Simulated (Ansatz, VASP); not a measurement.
## CdS: VASP beside Ansatz

```
CELL_PARAMETERS angstrom
0.00000 2.96838 2.96838
2.96838 0.00000 2.96838
2.96838 2.96838 0.00000
ATOMIC_POSITIONS crystal
Cd 0.00000 0.00000 0.00000
S 0.25000 0.25000 0.25000
```

Alike in both runs: task single point; functional r2SCAN; k mesh 8 × 8 × 8; occupations gaussian, width 0.02 eV; no spin polarisation.

|  | VASP | Ansatz |
| --- | --- | --- |
| version | VASP 6.6.1 | Ansatz 0.2.0 |
| potentials or method | VASP PAW PBE potentials, release 64 (Cd, S), cutoff 520 eV | scalar-relativistic, plane waves, PAW |
| valence electrons in the cell | 18 | 26 |

Ansatz gave:

```
gap on the k mesh at the Fermi level (eV) : 1.47
least direct gap on the mesh (eV)         : 1.47
pressure (GPa)                            : -1.7
```

Task: Which values does VASP return?

Result: gap on the k mesh at the Fermi level (eV): 1.47; least direct gap on the mesh (eV): 1.47; pressure (GPa): -1.4.

VASP's potentials were made for PBE, not for r2SCAN. The functional is the same, so the differences come from potentials, cutoffs and numerics. VASP's potentials hold 18 valence electrons a cell and Ansatz's 26, so a difference there can come from the potentials and not from the codes.
